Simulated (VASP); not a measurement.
Wanted: the native input for a VASP 6.6.1 run.

| Property | Result |
| --- | --- |
| Task | relaxation of cell and atoms |
| Functional | PBE |
| Potentials or basis | VASP PAW PBE potentials, release 64 (Cs_sv, I, Sn_d) |
| Cutoff | 600 eV |
| k mesh | 5 × 5 × 5 |
| Occupations | fermi-dirac, width 0.05 eV |
| Spin | no spin polarisation |
| Dipole correction | no |
| Further INCAR settings | ALGO = Normal; EDIFF = 1e-06; IBRION = 2; EDIFFG = -0.01; NSW = 60; ISIF = 3 |

The structure of CsSnI3 lies in POSCAR:

```
CsSnI3
1.0
    6.2057000000      0.0000000000      0.0000000000
    0.0000000000      6.2057000000      0.0000000000
    0.0000000000      0.0000000000      6.2057000000
Cs I Sn
1 3 1
Direct
    0.0000000000      0.0000000000      0.0000000000
    0.5000000000      0.5000000000      0.0000000000
    0.5000000000      0.0000000000      0.5000000000
    0.0000000000      0.5000000000      0.5000000000
    0.5000000000      0.5000000000      0.5000000000
```

The input as run:

INCAR

```
SYSTEM = CsSnI3
PREC = Accurate
ENCUT = 600
EDIFF = 1E-6
ISMEAR = -1
SIGMA = 0.05
LREAL = .False.
LASPH = .True.
NELM = 100
ALGO = Normal
ISIF = 3
LWAVE = .False.
LCHARG = .False.
GGA = PE
IBRION = 2
NSW = 60
EDIFFG = -0.01
```

KPOINTS

```
regular mesh
0
Gamma
  5 5 5
  0 0 0
```

Potentials or basis: VASP PAW PBE potentials, release 64 (Cs_sv, I, Sn_d).

Command:

```sh
$ cat potpaw_PBE.64/Cs_sv/POTCAR potpaw_PBE.64/I/POTCAR potpaw_PBE.64/Sn_d/POTCAR > POTCAR
$ mpirun -np 1 vasp_std > vasp.out
```

It gave:

| Quantity | Value |
| --- | --- |
| Relaxed volume | 49.35 Å³/atom |
| Relaxed cell | a = 6.272 Å, b = 6.272 Å, c = 6.272 Å, α = 90.00°, β = 90.00°, γ = 90.00° |
| Space group after relaxing (to 0.1 Å) | Pm-3m (No. 221) |
| Energy gained by relaxing | 2.5 meV/atom |
| Ionic steps | 3 |
| Pressure after relaxing | 0.0 GPa |
| Band gap on the k mesh | 1.78 eV |

Caveat: spin-orbit coupling is left out, which moves the levels of the heavy elements; an odd mesh through Γ misses points on the zone boundary, where band edges can lie.

It took 3.7 min on 1 thread of Oxide Virtual Turin-like Processor (shared host), peak memory 0.38 GiB.
